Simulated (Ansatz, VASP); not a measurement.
**Fe in VASP and in Ansatz**

INCAR

```
SYSTEM = Fe
PREC     = Accurate       ! precision mode
ENCUT    = 520            ! plane-wave cutoff, eV
EDIFF    = 1E-8           ! SCF threshold, eV
ISMEAR   = -1             ! smearing method
SIGMA    = 0.08           ! smearing width, eV
LREAL    = .FALSE.        ! projectors in reciprocal space
LASPH    = .TRUE.         ! aspherical terms in the spheres
NELM     = 120            ! most SCF steps
ALGO     = Normal         ! electronic algorithm
ISIF     = 2              ! what is computed and relaxed
LWAVE    = .FALSE.        ! write WAVECAR
LCHARG   = .FALSE.        ! write CHGCAR
GGA      = PE             ! functional
LEFG     = .TRUE.       
NBANDS   = 15             ! bands
GGA_COMPAT= .FALSE.
```

File KPOINTS:

```
regular mesh
0
G
  17 17 10
  0 0 0
```

The input POSCAR:

```
Fe
1.0
    2.4828407370      0.0000000000      0.0000000000
   -1.2414203685      2.1502031518      0.0000000000
    0.0000000000      0.0000000000      3.8419344700
Fe
2
Direct
    0.3333333333      0.6666666667      0.2500000000
    0.6666666667      0.3333333333      0.7500000000
```

Input for Ansatz:

```yaml
crystal:
  lattice:
    - [2.482840737, 0.0, 0.0]
    - [-1.2414203685, 2.1502031518, 0.0]
    - [0.0, 0.0, 3.84193447]
  atoms:
    - { symbol: Fe, position: [0.3333333333, 0.6666666667, 0.25] }
    - { symbol: Fe, position: [0.6666666667, 0.3333333333, 0.75] }
kpoints:
  mp_grid: { grid: [17, 17, 10] }
scf:
  occupations: { method: fermi_dirac, width: 0.08 }
hamiltonian:
  xc: pbe
  pseudopotentials: { kind: paw }
output:
  forces: true
  stress: true
  eigenvalues: true
  efg: { contact_densities: true }
```

Change from the starting cell: equal xx and yy strain of +2 %, PAW files.

Alike in both runs: task electric field gradients; functional PBE; k mesh 17 × 17 × 10; occupations fermi-dirac, width 0.08 eV; no spin polarisation.

|  | VASP | Ansatz |
| --- | --- | --- |
| version | VASP 6.6.1 | Ansatz 0.2.0 |
| potentials or method | VASP PAW PBE potentials, release 64 (Fe) | PAW with Ansatz's default frozen-core files, scalar-relativistic |
| plane-wave cutoff (eV) | 520 | 420 |
| valence electrons in the cell | 16 | 32 |

```tsv
	VASP	Ansatz	Ansatz less VASP
pressure (GPa)	-1.7	-1.1	+0.64
traceless stress, the component that is largest in VASP (GPa)	5.99	6.30	+0.317
size of Vzz on the site where it differs most (V/Å²)	11.8	6.5	-5.31
```

VASP's potentials hold 16 valence electrons a cell and Ansatz's 32, so a difference there can come from the potentials and not from the codes.
